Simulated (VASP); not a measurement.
# Br (R-3m) in VASP: a series of runs, part 2 of 2

VASP 6.6.1. The steps go on from the part before.

## Step 3: Single point, PBEsol

This run uses another cell than the first one, of 36.80 Å³/atom, 1.407 times its volume.

INCAR reads:

```
ALGO     = Normal         # electronic algorithm
EDIFF    = 1E-7           # SCF threshold, eV
ENCUT    = 520            # plane-wave cutoff, eV
GGA      = PS             # functional
ISIF     = 2              # what is computed and relaxed
ISMEAR   = 0              # smearing method
LASPH    = True           # aspherical terms in the spheres
LCHARG   = True           # write CHGCAR
LELF     = True           # ELF
LREAL    = False          # projectors in reciprocal space
LVHAR    = True         
LWAVE    = False          # write WAVECAR
NBANDS   = 18             # bands
NELM     = 100            # most SCF steps
PREC     = Accurate       # precision mode
SIGMA    = 0.1            # smearing width, eV
```

KPOINTS reads:

```
k-points
0
Gamma
  6 6 6
```

POSCAR reads:

```
Br
1.0
    1.8753021328      1.0827061911      9.0632175371
   -1.8753021328      1.0827061911      9.0632175371
    0.0000000000     -2.1654123824      9.0632175371
Br
3
Direct
    0.0000000000      0.0000000000      0.0000000000
    0.2222200000      0.2222200000      0.2222200000
    0.7777800000      0.7777800000      0.7777800000
```

Potentials or basis: VASP PAW PBE potentials, release 64 (Br).

On the command line:

```console
$ cat potpaw_PBE.64/Br/POTCAR > POTCAR
$ mpirun -np 1 vasp_std > vasp.out
```

OUTCAR:

```text
EDIFF = 1E-7
   ENCUT = 520
   GGA = PS
   ISIF = 2
   ISMEAR = 0
   LASPH = True
   LREAL = False
   NELM = 100
   PREC = Accurate

 ion  position               nearest neighbor table
   1  0.000  0.000  0.000-
   2  0.222  0.222  0.222-
   3  0.778  0.778  0.778-

  LATTYP: Found a trigonal (rhomboedric) cell.
 ALAT       =     9.3183111619
 COS(alpha) =     0.9189975651

[... 194 lines left out ...]
      3     -14.8164      2.00000
      4      -3.4975      2.00000
      5      -3.4870      2.00000
      6      -1.3490      0.01819
[... 481 lines left out ...]
      5      -3.5914      2.00000
      6      -3.2650      2.00000
[... 10 lines left out ...]
     17       9.0345      0.00000
     18       9.4739      0.00000

 [... further k-points ...]
[... 5 lines left out ...]
  --------------------------------------------------------------------------------------
  -------------------------------------------------------------------------------------
  Total       -3.3900931     -3.3900931     -3.6901226      0.0000000      0.0000000      0.0000000
  in kB      -49.1933820    -49.1933819    -53.5470876      0.0000000      0.0000000      0.0000000
  external PRESSURE =     -50.6446172 kB  Pullay stress =       0.0000000 kB

 VOLUME and BASIS-vectors are now :
 -----------------------------------------------------------------------------
  energy-cutoff  :      520.00
  volume of cell :      110.41
      direct lattice vectors                 reciprocal lattice vectors
     1.875302133  1.082706191  9.063217537     0.266623704  0.153935267  0.036778697
    -1.875302133  1.082706191  9.063217537    -0.266623704  0.153935267  0.036778697
     0.000000000 -2.165412382  9.063217537     0.000000000 -0.307870534  0.036778697

 POSITION                                       TOTAL-FORCE (eV/Angst)
 -----------------------------------------------------------------------------------
      0.00000      0.00000      0.00000         0.000000     -0.000000      0.000000
      0.00000     -0.00000      6.04208         0.000000     -0.000000      0.028750
      0.00000     -0.00000     21.14757         0.000000      0.000000     -0.028750
 -----------------------------------------------------------------------------------
    total drift:                               -0.000000     -0.000000      0.000000

  FREE ENERGIE OF THE ION-ELECTRON SYSTEM (eV)
  ---------------------------------------------------
  free  energy   TOTEN  =        -2.8024357061 eV

  energy  without entropy=       -2.7444089951  energy(sigma->0) =       -2.77342235
```

OSZICAR:

```text
N       E                     dE             d eps       ncg     rms          rms(c)
DAV:   1     0.112804243993E+03    0.11280E+03   -0.80727E+03  1152   0.924E+02
DAV:   2     0.508805814407E+01   -0.10772E+03   -0.10567E+03  1490   0.164E+02
DAV:   3    -0.274803906135E+01   -0.78361E+01   -0.77095E+01  1316   0.485E+01
DAV:   4    -0.281585664431E+01   -0.67818E-01   -0.67757E-01  1592   0.553E+00
DAV:   5    -0.281630002289E+01   -0.44338E-03   -0.44334E-03  1506   0.439E-01    0.294E+00
DAV:   6    -0.280370480792E+01    0.12595E-01   -0.19578E-02  1454   0.643E-01    0.190E+00
DAV:   7    -0.280346456446E+01    0.24024E-03   -0.28958E-02  1370   0.783E-01    0.261E-01
DAV:   8    -0.280585434124E+01   -0.23898E-02   -0.32382E-02  1786   0.414E-01    0.447E-01
DAV:   9    -0.280237624963E+01    0.34781E-02   -0.20113E-02  1558   0.341E-01    0.386E-02
DAV:  10    -0.280243531604E+01   -0.59066E-04   -0.57946E-04  1276   0.128E-01    0.324E-02
DAV:  11    -0.280243281465E+01    0.25014E-05   -0.96620E-06  1588   0.130E-02    0.183E-02
DAV:  12    -0.280243564118E+01   -0.28265E-05   -0.74924E-06  1326   0.154E-02    0.120E-03
DAV:  13    -0.280243570608E+01   -0.64892E-07   -0.13336E-07  1342   0.199E-03
   1 F= -.28024357E+01 E0= -.27734224E+01  d E =-.580267E-01
```

stdout:

```text
POSCAR found type information on POSCAR Br
 POSCAR found :  1 types and       3 ions
 scaLAPACK will be used
 -----------------------------------------------------------------------------
|                                                                             |
|                                                                             |
|     You enforced a specific xc type in the INCAR file but a different       |
|     I HOPE YOU KNOW WHAT YOU ARE DOING!                                     |
|                                                                             |
 -----------------------------------------------------------------------------

 LDA part: xc-table for (Slater+PW92), standard interpolation
 POSCAR, INCAR and KPOINTS ok, starting setup
 FFT: planning ... GRIDC
 FFT: planning ... GRID_SOFT
 FFT: planning ... GRID
 WAVECAR not read
 entering main loop
```

Run time: 7.1 min. Hardware: 1 thread of Intel Xeon 6975P-C, shared host; peak memory 0.63 GiB.

What came out:

| Item | Value |
| --- | --- |
| Free energy | -2.8024 eV |
| Pressure | -5.1 GPa |
| Largest force | 0.029 eV/Å |

Forces on the atoms (eV/Å):
```
Br   0.000  0.000  0.000
Br   0.000  0.000  0.029
Br   0.000  0.000 -0.029
```

Caveat: the PAW data sets were made with another functional, which shifts forces and pressure a little; an odd number of electrons without spin polarisation forces a metal; a magnetic or distorted state may lie lower.
